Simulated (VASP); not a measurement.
# Hf4Br (P4/mmm) in VASP: further runs

The runs below take Hf4Br through single point, with PBE.

All numbers are computed with VASP 6.6.1; they aren't measurements. Logs are shortened: lines on timing, memory, paths and dates and some standing lists are left out, and cuts for length are marked.

## (1) The cell of the first run

Symmetry: P4/mmm, No. 123, tetragonal system. The conventional cell has a = 3.637 Å, b = 3.637 Å, c = 9.510 Å, α = 90.00°, β = 90.00°, γ = 90.00°. Hf (site symmetry 4/mmm) has 12 Hf at 3.07 to 3.64 Å within 4.0 Å. Within 3.4 Å of Hf (site symmetry 4/mmm) lie 4 Br at 2.57 Å and 2 Hf at 3.08 Å. Hf (site symmetry 4mm) has 10 Hf at 3.07 to 3.64 Å and 4 Br at 4.01 Å within 4.1 Å. Within 3.4 Å of Br (site symmetry 4/mmm) lie 4 Hf at 2.57 Å.

The cell was generated, and may not be a known phase.

## (2) Single point, PBE

File INCAR:

```
PREC = Accurate ; ENCUT = 520
EDIFF = 1E-7 ; ISMEAR = 0
SIGMA = 0.1 ; LREAL = F
LASPH = T ; NELM = 60
ALGO = Normal ; ISIF = 2
LWAVE = F ; LCHARG = F
GGA = PE ; NBANDS = 32
```

File KPOINTS:

```
Automatic mesh
0
Gamma
  4 4 4
```

File POSCAR:

```
Hf4Br
1.0
    3.6374458737      0.0000000000      0.0000000000
    0.0000000000      3.6374458737      0.0000000000
    0.0000000000      0.0000000000      9.5095428680
Hf Br
4 1
Direct
    0.0000000000      0.0000000000      0.5000000000
    0.5000000000      0.5000000000      0.0000000000
    0.5000000000      0.5000000000      0.6763072227
    0.5000000000      0.5000000000      0.3236927773
    0.0000000000      0.0000000000      0.0000000000
```

Potentials or basis: VASP PAW PBE potentials, release 64 (Hf_pv, Br).

Run with:

```sh
> cat potpaw_PBE.64/Hf_pv/POTCAR potpaw_PBE.64/Br/POTCAR > POTCAR
> mpirun -np 1 vasp_std > vasp.out
```

OUTCAR:

```text
PREC = Accurate
   ENCUT = 520
   EDIFF = 1E-7
   ISMEAR = 0
   LREAL = F
   LASPH = T
   NELM = 60
   ISIF = 2
   GGA = PE

 ion  position               nearest neighbor table
   1  0.000  0.000  0.500-   3 3.07   4 3.07   3 3.07   4 3.07   3 3.07   4 3.07   3 3.07   4 3.07

   2  0.500  0.500  0.000-   5 2.57   5 2.57   5 2.57   5 2.57   3 3.08   4 3.08
   3  0.500  0.500  0.676-   1 3.07   1 3.07   1 3.07   1 3.07   2 3.08   4 3.35
   4  0.500  0.500  0.324-   1 3.07   1 3.07   1 3.07   1 3.07   2 3.08   3 3.35
   5  0.000  0.000  0.000-   2 2.57   2 2.57   2 2.57   2 2.57

  LATTYP: Found a simple tetragonal cell.
 ALAT       =     3.6374458737
 C/A-ratio  =     2.6143462194

  Lattice vectors:

 A1 = (   3.6374458737,   0.0000000000,   0.0000000000)
 A2 = (   0.0000000000,   3.6374458737,   0.0000000000)
 A3 = (   0.0000000000,   0.0000000000,   9.5095428680)

Analysis of symmetry for initial positions (statically):
=====================================================================
 Subroutine PRICEL returns:
 Original cell was already a primitive cell.

 Routine SETGRP: Setting up the symmetry group for a
 simple tetragonal supercell.

 Subroutine GETGRP returns: Found 16 space group operations
 (whereof 16 operations were pure point group operations)
 out of a pool of 16 trial point group operations.

The static configuration has the point symmetry D_4h.

Analysis of symmetry for dynamics (positions and initial velocities):
=====================================================================
 Subroutine PRICEL returns:
 Original cell was already a primitive cell.

 Routine SETGRP: Setting up the symmetry group for a
 simple tetragonal supercell.

 Subroutine GETGRP returns: Found 16 space group operations
 (whereof 16 operations were pure point group operations)
 out of a pool of 16 trial point group operations.

The dynamic configuration has the point symmetry D_4h.

 Subroutine INISYM returns: Found 16 space group operations
 (whereof 16 operations are pure point group operations),
 and found     1 'primitive' translations

----------------------------------------------------------------------------------------

                                     Primitive cell

  volume of cell :     125.8209

  direct lattice vectors                    reciprocal lattice vectors
     3.637445874  0.000000000  0.000000000     0.274918180  0.000000000  0.000000000
     0.000000000  3.637445874  0.000000000     0.000000000  0.274918180  0.000000000
     0.000000000  0.000000000  9.509542868     0.000000000  0.000000000  0.105157526

  length of vectors
     3.637445874  3.637445874  9.509542868     0.274918180  0.274918180  0.105157526

  position of ions in fractional coordinates (direct lattice)
     0.000000000  0.000000000  0.500000000
     0.500000000  0.500000000  0.000000000
     0.500000000  0.500000000  0.676307223
     0.500000000  0.500000000  0.323692777
     0.000000000  0.000000000  0.000000000

  ion indices of the primitive-cell ions
   primitive index   ion index
                 1           1
                 2           2
                 3           3
                 4           4
                 5           5

----------------------------------------------------------------------------------------

 KPOINTS: Automatic mesh

Automatic generation of k-mesh.
 Grid dimensions read from file:
 generate k-points for:    4    4    4

 Generating k-lattice:

  Cartesian coordinates                     Fractional coordinates (reciprocal lattice)
     0.068729545  0.000000000  0.000000000     0.250000000  0.000000000  0.000000000
     0.000000000  0.068729545  0.000000000     0.000000000  0.250000000  0.000000000
     0.000000000  0.000000000  0.026289381     0.000000000  0.000000000  0.250000000

  Length of vectors
     0.068729545  0.068729545  0.026289381

  Shift w.r.t. Gamma in fractional coordinates (k-lattice)
     0.000000000  0.000000000  0.000000000

 Subroutine IBZKPT returns following result:
 ===========================================

 Found     18 irreducible k-points:

 Following reciprocal coordinates:
            Coordinates               Weight
  0.000000  0.000000  0.000000      1.000000
  0.250000  0.000000  0.000000      4.000000
  0.500000  0.000000  0.000000      2.000000
  0.250000  0.250000  0.000000      4.000000
  0.500000  0.250000  0.000000      4.000000
  0.500000  0.500000  0.000000      1.000000
[... 10 lines left out ...]
  0.500000  0.250000  0.500000      4.000000
  0.500000  0.500000  0.500000      1.000000
   k-points           NKPTS =     18   k-points in BZ     NKDIM =     18   number of bands    NBANDS=     32
   number of dos      NEDOS =    301   number of ions     NIONS =      5
   total plane-waves  NPLWV =  56448
   dimension x,y,z NGX =    28 NGY =   28 NGZ =   72
   dimension x,y,z NGXF=    56 NGYF=   56 NGZF=  144
   ions per type =               4   1
[... 48 lines left out ...]
 NGX is ok and might be reduce to    28

 number of electron      47.0000003 magnetization

 Free energy of the ion-electron system (eV)
  ---------------------------------------------------
  ext. energy  EPLUGINS =         0.00000000
  ---------------------------------------------------
  free energy    TOTEN  =       -38.42557686 eV

  energy without entropy =      -38.39560767  energy(sigma->0) =      -38.41059227

 E-fermi :   4.3733     XC(G=0): -10.3925

 val. band max:        4.3418669122   @ k =   0.5000   0.2500   0.0000
 cond. band min:       4.4093302341   @ k =   0.2500   0.0000   0.0000
 fundamental gap:      0.0674633219
 Fermi energy:         4.3733277735

 k-point     1 :       0.0000    0.0000    0.0000
  band No.  band energies     occupation
      1     -27.2875      2.00000
      2     -27.2875      2.00000
      3     -26.8481      2.00000
      4     -26.5455      2.00000
      5     -26.5455      2.00000
      6     -26.5360      2.00000
[... 24 lines left out ...]
     31       6.0836      0.00000
     32       6.2088      0.00000

 k-point     2 :       0.2500    0.0000    0.0000
  band No.  band energies     occupation
      1     -27.3822      2.00000
      2     -27.2734      2.00000
      3     -26.8394      2.00000
      4     -26.6010      2.00000
      5     -26.5835      2.00000
      6     -26.5424      2.00000
[... 24 lines left out ...]
     31       6.9495      0.00000
     32       7.0702      0.00000

 k-point     3 :       0.5000    0.0000    0.0000
  band No.  band energies     occupation
      1     -27.4744      2.00000
      2     -27.2593      2.00000
      3     -26.8303      2.00000
      4     -26.6652      2.00000
      5     -26.6094      2.00000
      6     -26.5998      2.00000
[... 24 lines left out ...]
     31       6.5683      0.00000
     32       7.4298      0.00000

 k-point     4 :       0.2500    0.2500    0.0000
  band No.  band energies     occupation
      1     -27.3690      2.00000
      2     -27.3505      2.00000
      3     -26.8318      2.00000
      4     -26.6111      2.00000
      5     -26.5781      2.00000
      6     -26.5720      2.00000
[... 24 lines left out ...]
     31       6.0465      0.00000
     32       6.8566      0.00000

 k-point     5 :       0.5000    0.2500    0.0000
  band No.  band energies     occupation
      1     -27.4441      2.00000
      2     -27.3371      2.00000
      3     -26.8243      2.00000
      4     -26.6388      2.00000
      5     -26.6234      2.00000
      6     -26.6224      2.00000
[... 374 lines left out ...]
     31       6.2771      0.00000
     32       7.3401      0.00000

 k-point    16 :       0.2500    0.2500    0.5000
  band No.  band energies     occupation
      1     -27.3690      2.00000
      2     -27.3505      2.00000
      3     -26.8607      2.00000
      4     -26.6117      2.00000
      5     -26.5786      2.00000
      6     -26.5488      2.00000
[... 24 lines left out ...]
     31       6.2969      0.00000
     32       6.4632      0.00000

 k-point    17 :       0.5000    0.2500    0.5000
  band No.  band energies     occupation
      1     -27.4441      2.00000
      2     -27.3371      2.00000
      3     -26.8556      2.00000
      4     -26.6394      2.00000
      5     -26.6228      2.00000
      6     -26.5986      2.00000
[... 24 lines left out ...]
     31       7.1911      0.00000
     32       7.3122      0.00000

 k-point    18 :       0.5000    0.5000    0.5000
  band No.  band energies     occupation
      1     -27.4135      2.00000
      2     -27.4135      2.00000
      3     -26.8405      2.00000
      4     -26.6790      2.00000
      5     -26.6790      2.00000
      6     -26.5771      2.00000
[... 24 lines left out ...]
     31       7.3351      0.00000
     32       7.5127      0.00000

------------------------ aborting loop because EDIFF is reached ----------------------------------------

  FORCE on cell =-STRESS in cart. coord.  units (eV):
  Direction    XX          YY          ZZ          XY          YZ          ZX
  --------------------------------------------------------------------------------------
  -------------------------------------------------------------------------------------
  Total       -0.3930849     -0.3930849     -0.0247560      0.0000000      0.0000000      0.0000000
  in kB       -5.0054627     -5.0054627     -0.3152379      0.0000000      0.0000000      0.0000000
  external PRESSURE =      -3.4420544 kB  Pullay stress =       0.0000000 kB

 VOLUME and BASIS-vectors are now :
 -----------------------------------------------------------------------------
  energy-cutoff  :      520.00
  volume of cell :      125.82
      direct lattice vectors                 reciprocal lattice vectors
     3.637445874  0.000000000  0.000000000     0.274918180  0.000000000  0.000000000
     0.000000000  3.637445874  0.000000000     0.000000000  0.274918180  0.000000000
     0.000000000  0.000000000  9.509542868     0.000000000  0.000000000  0.105157526

 POSITION                                       TOTAL-FORCE (eV/Angst)
 -----------------------------------------------------------------------------------
      0.00000      0.00000      4.75477         0.000000      0.000000      0.000000
      1.81872      1.81872      0.00000         0.000000      0.000000      0.000000
      1.81872      1.81872      6.43137         0.000000      0.000000     -0.006270
      1.81872      1.81872      3.07817         0.000000     -0.000000      0.006270
      0.00000      0.00000      0.00000         0.000000      0.000000      0.000000
 -----------------------------------------------------------------------------------
    total drift:                                0.000000      0.000000     -0.000000

  FREE ENERGIE OF THE ION-ELECTRON SYSTEM (eV)
  ---------------------------------------------------
  free  energy   TOTEN  =       -38.4255768589 eV

  energy  without entropy=      -38.3956076734  energy(sigma->0) =      -38.41059227
```

It took 55 s on 1 thread of Intel Xeon 6975P-C (Granite Rapids), shared host; peak memory 0.26 GiB.

What came out:

```
Free energy            : -38.4256 eV
Pressure               : -0.3 GPa
Largest force          : 0.006 eV/Å
Band gap on the k mesh : zero (an odd number of electrons rules out a gap without spin polarisation)
```

Forces in eV/Å, atoms in the order of the input:
```
Hf   0.000  0.000  0.000
Hf   0.000  0.000  0.000
Hf   0.000  0.000 -0.006
Hf   0.000  0.000  0.006
Br   0.000  0.000  0.000
```

Stress tensor (GPa, compression positive):
```
-0.50  0.00  0.00
 0.00 -0.50  0.00
 0.00  0.00 -0.03
```

Levels at points of the mesh, in eV from the Fermi level:
| k point | band 21 | band 22 | band 23 | band 24 | band 25 | band 26 |
| --- | --- | --- | --- | --- | --- | --- |
| (0.00, 0.00, 0.00) | -1.96 | -1.77 | -0.12 | 0.06 | 0.65 | 0.65 |
| (0.50, 0.00, 0.00) | -0.68 | -0.11 | 0.15 | 0.54 | 0.73 | 0.81 |
| (0.50, 0.50, 0.00) | -0.41 | -0.41 | -0.34 | -0.31 | -0.31 | -0.12 |
| (0.00, 0.00, 0.50) | -1.70 | -1.24 | -0.04 | 0.07 | 0.54 | 0.54 |
| (0.50, 0.00, 0.50) | -0.20 | -0.18 | -0.06 | 0.09 | 0.16 | 1.26 |
| (0.50, 0.50, 0.50) | -1.09 | -0.60 | -0.37 | -0.37 | -0.04 | -0.04 |

Caveat: the k points lie up to 0.43 Å⁻¹ apart, too coarse for converged energies and pressures of a metal; spin-orbit coupling is left out, which moves the levels of the heavy elements; an odd number of electrons without spin polarisation forces a metal; a magnetic or distorted state may lie lower.

## (3) Single point, PBE

This run uses another cell than the first one, of the same volume but with other edges.

File INCAR:

```
PREC = Accurate
ENCUT = 520
EDIFF = 1E-7
ISMEAR = 0
SIGMA = 0.1
LREAL = F
LASPH = T
NELM = 100
ALGO = Normal
ISIF = 2
LWAVE = F
LCHARG = F
GGA = PE
NBANDS = 32
```

File KPOINTS:

```
regular mesh
0
Gamma
  6 6 2
```

File POSCAR:

```
Hf4Br
1.0
    3.6791008912      0.0000000000      0.0000000000
    0.0000000000      3.6791008912      0.0000000000
    0.0000000000      0.0000000000      9.3097114196
Hf Br
4 1
Direct
    0.0000000000      0.0000000000      0.5000000000
    0.5000000000      0.5000000000      0.0000000000
    0.5000000000      0.5000000000      0.6712913565
    0.5000000000      0.5000000000      0.3287086435
    0.0000000000      0.0000000000      0.0000000000
```

Potentials or basis: VASP PAW PBE potentials, release 64 (Hf_pv, Br).

Run with:

```sh
> cat potpaw_PBE.64/Hf_pv/POTCAR potpaw_PBE.64/Br/POTCAR > POTCAR
> mpirun -np 1 vasp_std > vasp.out
```

It took 57 s on 1 thread of Intel Xeon 6975P-C (Granite Rapids), shared host; peak memory 0.26 GiB.

Results (log left out):

- Free energy: -38.2928 eV
- Pressure: -0.3 GPa
- Largest force: 0.041 eV/Å
- Band gap on the k mesh: zero (an odd number of electrons rules out a gap without spin polarisation)

Forces in eV/Å, atoms in the order of the input:
```
Hf   0.000  0.000  0.000
Hf   0.000  0.000  0.000
Hf   0.000  0.000 -0.041
Hf   0.000  0.000  0.041
Br   0.000  0.000  0.000
```

Stress tensor (GPa, compression positive):
```
-0.40  0.00  0.00
 0.00 -0.40  0.00
 0.00  0.00 -0.23
```

Levels at points of the mesh, in eV from the Fermi level:
| k point | band 21 | band 22 | band 23 | band 24 | band 25 | band 26 |
| --- | --- | --- | --- | --- | --- | --- |
| (0.00, 0.00, 0.00) | -1.93 | -1.64 | 0.02 | 0.08 | 0.65 | 0.65 |
| (0.50, 0.00, 0.00) | -0.70 | -0.26 | 0.07 | 0.64 | 0.74 | 0.99 |
| (0.50, 0.50, 0.00) | -0.44 | -0.44 | -0.16 | -0.10 | -0.10 | -0.10 |
| (0.00, 0.00, 0.50) | -1.50 | -1.13 | 0.08 | 0.11 | 0.47 | 0.47 |
| (0.50, 0.00, 0.50) | -0.35 | -0.13 | -0.09 | 0.09 | 0.11 | 1.41 |
| (0.50, 0.50, 0.50) | -1.10 | -0.44 | -0.12 | -0.12 | -0.08 | -0.08 |

Caveat: spin-orbit coupling is left out, which moves the levels of the heavy elements; an odd number of electrons without spin polarisation forces a metal; a magnetic or distorted state may lie lower.

## (4) Single point, PBE

This run uses another cell than the first one, of 38.58 Å³/atom.

File INCAR:

```
PREC = Accurate
ENCUT = 520
EDIFF = 1E-6
ISMEAR = 0
SIGMA = 0.1
LREAL = F
LASPH = T
NELM = 80
ALGO = Normal
ISIF = 2
LWAVE = F
LCHARG = T
GGA = PE
LELF = T
LVHAR = T
NBANDS = 32
```

File KPOINTS:

```
regular mesh
0
Gamma
  4 4 4
```

File POSCAR:

```
Hf4Br
1.0
    5.5193457900      0.0000000000      0.0000000000
    0.0000000000      5.5193457900      0.0000000000
    0.0000000000      0.0000000000      6.3315888400
Hf Br
4 1
Direct
    0.0000000000      0.0000000000      0.5000000000
    0.5000000000      0.5000000000      0.0000000000
    0.5000000000      0.5000000000      0.6859419700
    0.5000000000      0.5000000000      0.3140580300
    0.0000000000      0.0000000000      0.0000000000
```

Run with:

```sh
> cat potpaw_PBE.64/Hf_pv/POTCAR potpaw_PBE.64/Br/POTCAR > POTCAR
> mpirun -np 1 vasp_std > vasp.out
```

Run time: 74 s. Hardware: 1 thread of Intel Xeon 6975P-C (Granite Rapids), shared host; peak memory 0.32 GiB.

Results (log left out):

```yaml
Free_energy: -23.4005 eV
Pressure: 11.3 GPa
Largest_force: 11.039 eV/Å
Band_gap_on_the_k_mesh: zero (an odd number of electrons rules out a gap without spin polarisation)
```

Forces in eV/Å, atoms in the order of the input:
```
Hf    0.000   0.000   0.000
Hf    0.000   0.000   0.000
Hf    0.000   0.000 -11.039
Hf    0.000   0.000  11.039
Br    0.000   0.000   0.000
```

Stress tensor (GPa, compression positive):
```
-8.65  0.00  0.00
 0.00 -8.65  0.00
 0.00  0.00 51.14
```

Levels at points of the mesh, in eV from the Fermi level:
| k point | band 21 | band 22 | band 23 | band 24 | band 25 | band 26 |
| --- | --- | --- | --- | --- | --- | --- |
| (0.00, 0.00, 0.00) | -1.03 | -0.68 | -0.39 | -0.37 | -0.37 | 0.39 |
| (0.50, 0.00, 0.00) | -1.62 | -0.67 | -0.58 | -0.33 | -0.06 | 0.10 |
| (0.50, 0.50, 0.00) | -1.78 | -0.71 | -0.71 | 0.27 | 0.27 | 0.29 |
| (0.00, 0.00, 0.50) | -0.43 | -0.21 | -0.11 | 0.34 | 0.83 | 0.83 |
| (0.50, 0.00, 0.50) | -0.78 | 0.16 | 0.43 | 0.47 | 0.51 | 0.80 |
| (0.50, 0.50, 0.50) | -0.95 | 0.01 | 0.01 | 0.13 | 0.66 | 0.66 |

Caveat: atoms lie so close that the PAW spheres overlap strongly, which falsifies energies and pressures; the stress differs along the axes, from -9 to 51 GPa; spin-orbit coupling is left out, which moves the levels of the heavy elements; an odd number of electrons without spin polarisation forces a metal; a magnetic or distorted state may lie lower.

## (5) Overview

```tsv
cell	k mesh	gap on the mesh (eV)	pressure (GPa)	largest force (eV/Å)
a = 3.637, b = 3.637, c = 9.510 Å, 5 atoms, atomic positions A	4 × 4 × 4	none	-0.3	0.01
a = 3.679, b = 3.679, c = 9.310 Å, 5 atoms, atomic positions B	6 × 6 × 2	none	-0.3	0.04
a = 5.519, b = 5.519, c = 6.332 Å, 5 atoms, atomic positions C	4 × 4 × 4	none	11.3	11.04
```

Alike in all rows: task single point; level PBE; potentials or basis VASP PAW PBE potentials, release 64 (Hf_pv, Br); no spin polarisation; cutoff (eV) 520; smearing gaussian 0.1 eV.

Caveats: some runs use coarse meshes; spin-orbit coupling is left out, which moves the levels of the heavy elements; an odd number of electrons without spin polarisation forces a metal; a magnetic or distorted state may lie lower; atoms lie so close that the PAW spheres overlap strongly, which falsifies energies and pressures (at least some runs); the stress differs along the axes, from -9 to 51 GPa (at least some runs).

Total energies depend on the potentials used, so only differences within one code and one set of settings carry meaning.

The gap in the log of VASP goes by the Fermi energy; the results here count the filled bands.